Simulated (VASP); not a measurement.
# Al32P (a cell with a defect) in VASP: a series of runs

The runs below take Al32P (a cell with a defect) through single point, with PBE.

All numbers are computed with VASP 6.6.1; they aren't measurements. Logs are shortened: lines on timing, memory, paths and dates and some standing lists are left out, and cuts for length are marked.

## (1) The cell of the first run

The cell holds a defect, 33 atoms: a = 8.100 Å, b = 8.100 Å, c = 8.100 Å, α = 90.00°, β = 90.00°, γ = 90.00°.

## (2) Single point, PBE

INCAR

```
ALGO     = Normal         # electronic algorithm
EDIFF    = 1E-6           # SCF threshold, eV
ENCUT    = 520            # plane-wave cutoff, eV
GGA      = PE             # functional
ISIF     = 2              # what is computed and relaxed
ISMEAR   = -1             # smearing method
LASPH    = True           # aspherical terms in the spheres
LCHARG   = False          # write CHGCAR
LREAL    = Auto         
LWAVE    = False          # write WAVECAR
NBANDS   = 72             # bands
NELM     = 60             # most SCF steps
PREC     = Accurate       # precision mode
SIGMA    = 0.1            # smearing width, eV
```

KPOINTS

```
k-points
0
Gamma
  2 2 2
```

POSCAR

```
Al32P
1.0
    8.1000000000      0.0000000000      0.0000000000
    0.0000000000      8.1000000000      0.0000000000
    0.0000000000      0.0000000000      8.1000000000
Al P
32 1
Direct
    0.5074938272     -0.0025679012     -0.0018518519
    0.7777283951      0.2368024691      0.0431604938
    0.7536296296     -0.0088765432      0.2544567901
   -0.0144197531     -0.0365802469      0.0312839506
    0.2627160494      0.2823333333     -0.0103703704
    0.5332592593      0.4512222222      0.0037407407
    0.7643827160      0.7504691358     -0.0253580247
    0.2093086420      0.0062839506      0.2405308642
    0.5159382716      0.2124938272      0.2570864198
    0.7552592593      0.4908888889      0.2572716049
    0.5025061728     -0.0165185185      0.5365555556
    0.7328765432      0.2295308642      0.5064074074
    0.7489506173      0.0461728395      0.7848641975
   -0.0107654321      0.5355432099     -0.0086296296
    0.2700987654      0.7574320988      0.0102716049
   -0.0395061728      0.2020987654      0.2660864198
    0.1470123457      0.4650370370      0.2772222222
    0.4704691358      0.8002592593      0.2591728395
    0.0064074074     -0.0296296296      0.4844074074
    0.2579382716      0.3067530864      0.5321604938
    0.5311975309      0.5080493827      0.5296296296
    0.7473950617      0.7951358025      0.5117283951
    0.2304691358      0.0278271605      0.7445061728
    0.4970493827      0.2604197531      0.7311604938
    0.7440493827      0.4921975309      0.7682469136
   -0.0084814815      0.7331111111      0.2559629630
   -0.0376790123      0.4675308642      0.5479876543
    0.2327777778      0.7236543210      0.4986049383
    0.0138888889      0.2422222222      0.7579259259
    0.2977777778      0.5362345679      0.7727777778
    0.5198024691      0.7388641975      0.7710123457
    0.0089506173      0.7542716049      0.7373086420
    0.4144691358      0.5294197531      0.2573456790
```

Potentials or basis: VASP PAW PBE potentials, release 64 (Al, P).

Run with:

```console
cat potpaw_PBE.64/Al/POTCAR potpaw_PBE.64/P/POTCAR > POTCAR
mpirun -np 1 vasp_std > vasp.out
```

OUTCAR:

```text
EDIFF = 1E-6
   ENCUT = 520
   GGA = PE
   ISIF = 2
   ISMEAR = -1
   LASPH = True
   LREAL = Auto
   NELM = 60
   PREC = Accurate

 ion  position               nearest neighbor table
   1  0.507  0.997  0.998-  13 2.64  18 2.67   9 2.73  15 2.74  31 2.79   3 2.88   7 2.89   2 2.95
                            24 3.04   5 3.04  23 3.05   8 3.11
   2  0.778  0.237  0.043-  16 2.35  13 2.61   3 2.63   6 2.65  10 2.70   9 2.75   4 2.78   1 2.95
                            14 2.99  29 3.00  25 3.05
   3  0.754  0.991  0.254-  16 2.40   4 2.62  22 2.62   9 2.63   2 2.63  18 2.77  19 2.77  12 2.81
                            26 2.84   1 2.88   7 2.99  11 3.06
   4  0.986  0.963  0.031-   8 2.51   7 2.53  26 2.61   3 2.62  16 2.72   2 2.78  13 2.85  15 2.85
                            32 2.93  23 3.10  29 3.17
   5  0.263  0.282  0.990-   6 2.59  30 2.72  29 2.77  24 2.83  23 2.87  17 2.91  14 3.02   9 3.04
                             1 3.04   8 3.05
   6  0.533  0.451  0.004-  33 2.36  25 2.58   5 2.59   2 2.65  24 2.71  10 2.75  30 2.76   9 2.82
                            31 3.00   7 3.07  15 3.27
   7  0.764  0.750  0.975-  14 2.52   4 2.53  31 2.58  25 2.68  32 2.76  13 2.85   1 2.89  26 2.93
                             3 2.99   6 3.07  10 3.11  18 3.34
   8  0.209  0.006  0.241-   4 2.51  16 2.57  19 2.59  18 2.70  15 2.79  26 2.83   9 3.00   5 3.05
                            28 3.11   1 3.11
   9  0.516  0.212  0.257-   3 2.63  12 2.68  33 2.70   1 2.73   2 2.75   6 2.82  11 2.93  10 2.97
[... 35 lines left out ...]
  27  0.962  0.468  0.548-  25 2.52  29 2.53  17 2.65  12 2.70  20 2.73  32 2.81  10 2.90  28 3.04
                            16 3.14  22 3.19  26 3.21  30 3.32
  28  0.233  0.724  0.499-  32 2.66  19 2.71  30 2.74  26 2.77  18 2.80  17 2.84  33 2.91  21 2.99
                            27 3.04  11 3.05   8 3.11  23 3.17  31 3.21
  29  0.014  0.242  0.758-  23 2.47  27 2.53  13 2.68  20 2.74   5 2.77  25 2.98   2 3.00  14 3.04
                            12 3.06  19 3.12   4 3.17  30 3.31
  30  0.298  0.536  0.773-  31 2.43  15 2.64  20 2.71   5 2.72  21 2.74  28 2.74   6 2.76  24 2.78
                            32 2.95  14 3.06  29 3.31  27 3.32
  31  0.520  0.739  0.771-  30 2.43   7 2.58  25 2.70  21 2.71  11 2.75   1 2.79  15 2.81  22 2.83
                             6 3.00  13 3.11  28 3.21  23 3.32
  32  0.009  0.754  0.737-  28 2.66  19 2.69  14 2.72   7 2.76  27 2.81  22 2.82  23 2.85   4 2.93
                            30 2.95  25 3.03  15 3.06  13 3.19
  33  0.414  0.529  0.257-  17 2.23  18 2.24   6 2.36  21 2.41   9 2.70  10 2.78  28 2.91  15 2.96
                            20 3.13

  LATTYP: Found a simple cubic cell.
 ALAT       =     8.1000000000

  Lattice vectors:

 A1 = (   8.1000000000,   0.0000000000,   0.0000000000)
 A2 = (   0.0000000000,   8.1000000000,   0.0000000000)
 A3 = (   0.0000000000,   0.0000000000,   8.1000000000)

Analysis of symmetry for initial positions (statically):
=====================================================================
 Subroutine PRICEL returns:
 Original cell was already a primitive cell.

 Routine SETGRP: Setting up the symmetry group for a
 simple cubic supercell.

 Subroutine GETGRP returns: Found  1 space group operations
 (whereof  1 operations were pure point group operations)
 out of a pool of 48 trial point group operations.

The static configuration has the point symmetry C_1 .

Analysis of symmetry for dynamics (positions and initial velocities):
=====================================================================
 Subroutine PRICEL returns:
 Original cell was already a primitive cell.

 Routine SETGRP: Setting up the symmetry group for a
 simple cubic supercell.

 Subroutine GETGRP returns: Found  1 space group operations
 (whereof  1 operations were pure point group operations)
 out of a pool of 48 trial point group operations.

The dynamic configuration has the point symmetry C_1 .

 Subroutine INISYM returns: Found  1 space group operations
 (whereof  1 operations are pure point group operations),
 and found     1 'primitive' translations

----------------------------------------------------------------------------------------

                                     Primitive cell

  volume of cell :     531.4410

  direct lattice vectors                    reciprocal lattice vectors
     8.100000000  0.000000000  0.000000000     0.123456790  0.000000000  0.000000000
     0.000000000  8.100000000  0.000000000     0.000000000  0.123456790  0.000000000
     0.000000000  0.000000000  8.100000000     0.000000000  0.000000000  0.123456790

  length of vectors
     8.100000000  8.100000000  8.100000000     0.123456790  0.123456790  0.123456790

  position of ions in fractional coordinates (direct lattice)
     0.507493827  0.997432099  0.998148148
     0.777728395  0.236802469  0.043160494
[... 80 lines left out ...]
     0.000000000  0.061728395  0.000000000     0.000000000  0.500000000  0.000000000
     0.000000000  0.000000000  0.061728395     0.000000000  0.000000000  0.500000000

  Length of vectors
     0.061728395  0.061728395  0.061728395

  Shift w.r.t. Gamma in fractional coordinates (k-lattice)
     0.000000000  0.000000000  0.000000000

 Subroutine IBZKPT returns following result:
 ===========================================

 Found      8 irreducible k-points:

 Following reciprocal coordinates:
            Coordinates               Weight
  0.000000  0.000000  0.000000      1.000000
  0.500000  0.000000  0.000000      1.000000
  0.000000  0.500000  0.000000      1.000000
  0.000000  0.000000  0.500000      1.000000
  0.500000  0.500000  0.000000      1.000000
  0.000000  0.500000  0.500000      1.000000
  0.500000  0.000000  0.500000      1.000000
  0.500000  0.500000  0.500000      1.000000
   k-points           NKPTS =      8   k-points in BZ     NKDIM =      8   number of bands    NBANDS=     72
   number of dos      NEDOS =    301   number of ions     NIONS =     33
   total plane-waves  NPLWV = 216000
   dimension x,y,z NGX =    60 NGY =   60 NGZ =   60
   dimension x,y,z NGXF=   120 NGYF=  120 NGZF=  120
   ions per type =              32   1
   NGX,Y,Z   is equivalent  to a cutoff of  12.31, 12.31, 12.31 a.u.
   NGXF,Y,Z  is equivalent  to a cutoff of  24.63, 24.63, 24.63 a.u.
 SYSTEM =  unknown system
   PREC   = accura    normal or accurate (medium, high low for compatibility)
   ISTART =      0    job   : 0-new  1-cont  2-samecut
   ICHARG =      2    charge: 1-file 2-atom 10-const
   ISPIN  =      1    spin polarized calculation?
   LNONCOLLINEAR =      F non collinear calculations
   LSORBIT =      F    spin-orbit coupling
   LASPH  =      T    aspherical Exc in radial PAW
   ENCUT  =  520.0 eV  38.22 Ry    6.18 a.u.  15.06 15.06 15.06*2*pi/ulx,y,z
   NELM   =     60;   NELMIN=  2; NELMDL= -5     # of ELM steps
   EDIFF  = 0.1E-05   stopping-criterion for ELM
   LREAL  =      T    real-space projection
   EDIFFG = 0.1E-04   stopping-criterion for IOM
   NSW    =      0    number of steps for IOM
   IBRION =     -1    ionic relax: 0-MD 1-quasi-New 2-CG
   NFREE  =      0    steps in history (QN), initial steepest desc. (CG)
   ISIF   =      2    stress and relaxation
   ISYM   =      2    0-nonsym 1-usesym 2-fastsym
   POTIM  = 0.5000    time-step for ionic-motion
   TEBEG  =    0.0;   TEEND  =   0.0 temperature during run
   PSTRESS=    0.0 pullay stress
   NELECT =     101.0000    total number of electrons
   NUPDOWN=      -1.0000    fix difference up-down
   EMIN   =  10.00;   EMAX   =-10.00  energy-range for DOS
   EFERMI =   0.00;   METHOD = LEGACY
   ISMEAR =    -1;   SIGMA  =   0.10  broadening in eV -4-tet -1-fermi 0-gaus
   EFERMI_NEDOS =   21; number of points for ismear=-14 and -15
   IALGO  =     38    algorithm
   IMIX   =      4    mixing-type and parameters
     AMIX     =   0.40;   BMIX     =  1.00
     AMIX_MAG =   1.60;   BMIX_MAG =  1.00
  volume/ion in A,a.u.               =      16.10       108.68
  Fermi-wavevector in a.u.,A,eV,Ry     =   0.941233  1.778672 12.053656  0.885919
  Thomas-Fermi vector in A             =   2.068723
   LORBIT       =      0    0 simple, 1 ext, 2 COOP (PROOUT), +10 PAW based schemes
   GGA     = PE    functional components
   LHFCALC =     F    Hartree Fock is set to
   AEXX    =    0.0000 exact exchange contribution
   IVDW    =     0    specifies the selected vdW correction
   LEPSILON=     F    determine dielectric tensor
   LRPA    =     F    only Hartree local field effects (RPA)
 non-spin polarized calculation
  energy-cutoff  :      520.00
  volume of cell :      531.44
 maximum number of plane-waves:     14400
   NGX = 31   NGY = 31   NGZ = 31

 number of electron     101.0000000 magnetization

 Free energy of the ion-electron system (eV)
  ---------------------------------------------------
  ext. energy  EPLUGINS =         0.00000000
  ---------------------------------------------------
  free energy    TOTEN  =      -119.73770397 eV

  energy without entropy =     -119.37305780  energy(sigma->0) =     -119.55538088

 E-fermi :   8.1041     XC(G=0): -10.2644

 val. band max:        8.0997509572   @ k =   0.5000   0.5000   0.0000
 cond. band min:       8.1192254805   @ k =   0.5000   0.0000   0.0000
 fundamental gap:      0.0194745233
 Fermi energy:         8.1041439828

 k-point     1 :       0.0000    0.0000    0.0000
  band No.  band energies     occupation
      1      -4.6595      2.00000
      2      -2.7159      2.00000
      3      -1.4261      2.00000
      4      -1.1268      2.00000
      5      -0.9329      2.00000
      6      -0.8000      2.00000
[... 509 lines left out ...]
     61      10.7160      0.00000
     62      10.8616      0.00000
 [bands above 62 left out]

------------------------ aborting loop because EDIFF is reached ----------------------------------------

  FORCE on cell =-STRESS in cart. coord.  units (eV):
  Direction    XX          YY          ZZ          XY          YZ          ZX
  --------------------------------------------------------------------------------------
  -------------------------------------------------------------------------------------
  Total       33.4117811     23.1505284     23.9010275      1.3197635     -1.5687538      1.7600621
  in kB      100.7291462     69.7937341     72.0563232      3.9787958     -4.7294466      5.3061987
  external PRESSURE =      80.8597345 kB  Pullay stress =       0.0000000 kB

 VOLUME and BASIS-vectors are now :
 -----------------------------------------------------------------------------
  energy-cutoff  :      520.00
  volume of cell :      531.44
      direct lattice vectors                 reciprocal lattice vectors
     8.100000000  0.000000000  0.000000000     0.123456790  0.000000000  0.000000000
     0.000000000  8.100000000  0.000000000     0.000000000  0.123456790  0.000000000
     0.000000000  0.000000000  8.100000000     0.000000000  0.000000000  0.123456790

 POSITION                                       TOTAL-FORCE (eV/Angst)
 -----------------------------------------------------------------------------------
      4.11070      8.07920      8.08500        -0.356599      0.454666     -0.289058
      6.29960      1.91810      0.34960        -0.848807      0.749154     -1.889128
      6.10440      8.02810      2.06110        -1.375739     -1.626103      0.041728
      7.98320      7.80370      0.25340         0.587373      0.723575     -1.624801
      2.12800      2.28690      8.01600        -0.817387     -0.964474      0.352907
      4.31940      3.65490      0.03030         0.297209      0.576649     -0.292999
[... 25 lines left out ...]
      0.07250      6.10960      5.97220        -0.182714      0.014754      0.379648
      3.35720      4.28830      2.08450         0.669898     -0.726326     -0.097711
 -----------------------------------------------------------------------------------
    total drift:                                0.011469     -0.012941     -0.003316

  FREE ENERGIE OF THE ION-ELECTRON SYSTEM (eV)
  ---------------------------------------------------
  free  energy   TOTEN  =      -119.7377039723 eV

  energy  without entropy=     -119.3730577957  energy(sigma->0) =     -119.55538088
```

Run time: 5.3 min. Hardware: 1 thread of Intel Xeon Platinum 8259CL at 2.50GHz (Skylake/Cascade Lake), shared host; peak memory 0.56 GiB.

Results:

* Free energy: -119.7377 eV
* Pressure: 8.1 GPa
* Largest force: 2.880 eV/Å
* Band gap on the k mesh: zero (an odd number of electrons rules out a gap without spin polarisation)

Forces in eV/Å, atoms in the order of the input:
```
Al  -0.357  0.455 -0.289
Al  -0.849  0.749 -1.889
Al  -1.376 -1.626  0.042
Al   0.587  0.724 -1.625
Al  -0.817 -0.964  0.353
Al   0.297  0.577 -0.293
Al  -0.969  0.114  0.767
Al   1.770  0.356  0.355
Al  -1.074  0.090  0.260
Al   0.253  0.311  0.422
Al  -1.148  0.463 -0.081
Al   0.453  0.065  0.065
Al   0.294 -1.008 -0.686
Al   1.047 -1.224 -0.252
Al  -0.728  0.092 -0.380
Al   2.082  1.564  1.229
Al  -1.054 -0.559 -0.600
Al   1.118  1.521  0.415
Al   0.073  0.934  1.060
Al  -0.428 -1.010 -0.415
Al   0.310  0.428 -0.458
Al   0.139 -1.701  0.460
Al   1.108 -1.098  0.305
Al   0.069 -0.794  1.029
Al   0.553 -0.203  0.192
Al  -0.546  0.249  0.265
Al   0.470  1.009 -0.869
Al   0.448  0.234  0.092
Al  -0.770  0.415  0.689
Al  -1.755 -0.723 -0.108
Al   0.310  1.274 -0.338
Al  -0.183  0.015  0.380
P    0.670 -0.726 -0.098
```

Stress tensor (GPa, compression positive):
```
10.07  0.40  0.53
 0.40  6.98 -0.47
 0.53 -0.47  7.21
```

Caveat: the k points lie up to 0.39 Å⁻¹ apart, too coarse for converged energies and pressures of a metal.

(Part 1 of 2 ends here.)

The gap in the log of VASP goes by the Fermi energy; the results here count the filled bands.